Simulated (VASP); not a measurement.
Input of a VASP 6.6.1 run:

INCAR

```
SYSTEM = Au
ALGO     = Fast           ! electronic algorithm
EDIFF    = 1E-6           ! SCF threshold, eV
ENCUT    = 520            ! plane-wave cutoff, eV
GGA      = PE             ! functional
ISIF     = 2              ! what is computed and relaxed
ISMEAR   = 0              ! smearing method
LASPH    = .True.         ! aspherical terms in the spheres
LCHARG   = .True.         ! write CHGCAR
LELF     = .True.         ! ELF
LREAL    = .False.        ! projectors in reciprocal space
LVHAR    = .True.       
LWAVE    = .False.        ! write WAVECAR
NBANDS   = 12             ! bands
NELM     = 100            ! most SCF steps
PREC     = Accurate       ! precision mode
SIGMA    = 0.15           ! smearing width, eV
```

The input KPOINTS:

```
k-points
0
Gamma
  24 24 24
  0 0 0
```

File POSCAR:

```
Au
1.0
    0.0000000000      2.0790388404      2.0478532578
    2.0790388404      0.0000000000      2.0478532578
    2.0790388404      2.0790388404      0.0000000000
Au
1
Direct
    0.0000000000      0.0000000000      0.0000000000
```

Potentials or basis: VASP PAW PBE potentials, release 64 (Au).

The run is started by

```sh
$ cat potpaw_PBE.64/Au/POTCAR > POTCAR
$ mpirun -np 1 vasp_std > vasp.out
```

(1) Predict the pressure.

(2) What does it give for the band gap on the k mesh?

Answers

(1) 2.0 GPa.

(2) zero (an odd number of electrons rules out a gap without spin polarisation).

Caveat: the cell differs from its parent crystal (strain +0.000 along x and y, -0.015 along z); spin-orbit coupling is left out, which moves the levels of the heavy elements.
